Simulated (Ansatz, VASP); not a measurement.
# Two plane-wave programs on HgTe

Contents of INCAR:

```
PREC = Accurate ; ENCUT = 520
EDIFF = 1E-8 ; ISMEAR = -1
SIGMA = 0.03 ; LREAL = False
LASPH = True ; NELM = 100
ALGO = Normal ; ISIF = 2
LWAVE = False ; LCHARG = False
GGA = PE ; LEFG = True
NBANDS = 16
```

Contents of KPOINTS:

```
regular mesh
0
Gamma
  11 11 11
```

POSCAR

```
HgTe
1.0
    0.0000000000      3.3202050000      3.2235000000
    3.3202050000      0.0000000000      3.2235000000
    3.3202050000      3.3202050000      0.0000000000
Hg Te
1 1
Direct
    0.0000000000      0.0000000000      0.0000000000
    0.7500000000      0.7500000000      0.7500000000
```

Input for Ansatz:

```yaml
crystal:
  lattice:
    - [0.0, 3.320205, 3.2235]
    - [3.320205, 0.0, 3.2235]
    - [3.320205, 3.320205, 0.0]
  atoms:
    - { symbol: Hg, position: [0.0, 0.0, 0.0] }
    - { symbol: Te, position: [0.75, 0.75, 0.75] }
kpoints:
  mp_grid: { grid: [11, 11, 11] }
scf:
  occupations: { method: fermi_dirac, width: 0.03 }
hamiltonian:
  xc: pbe
  pseudopotentials: { kind: paw }
output:
  forces: true
  stress: true
  eigenvalues: true
  efg: { contact_densities: true }
```

Change from the starting cell: equal xx and yy strain of +3 %, PAW files.

Alike in both runs: task electric field gradients; functional PBE; k mesh 11 × 11 × 11; occupations fermi-dirac, width 0.03 eV; no spin polarisation.

|  | VASP | Ansatz |
| --- | --- | --- |
| version | VASP 6.6.1 | Ansatz 0.2.0 |
| potentials or method | VASP PAW PBE potentials, release 64 (Hg, Te) | PAW with Ansatz's default frozen-core files, scalar-relativistic |
| plane-wave cutoff (eV) | 520 | 420 |
| valence electrons in the cell | 18 | 36 |

Ansatz gave:

* pressure (GPa): 1.3
* traceless stress, the component that is largest in VASP (GPa): 0.26
* size of Vzz on the site where it differs most (V/Å²): 16.1

What did VASP give for the same quantities?

Pressure (GPa): 1.3; traceless stress, the component that is largest in VASP (GPa): 0.26; size of Vzz on the site where it differs most (V/Å²): 18.2.

With one functional, cell and mesh, what is left measures potentials, basis and numerics. VASP's potentials hold 18 valence electrons a cell and Ansatz's 36, so a difference there can come from the potentials and not from the codes.

Neither program's run includes spin-orbit coupling.
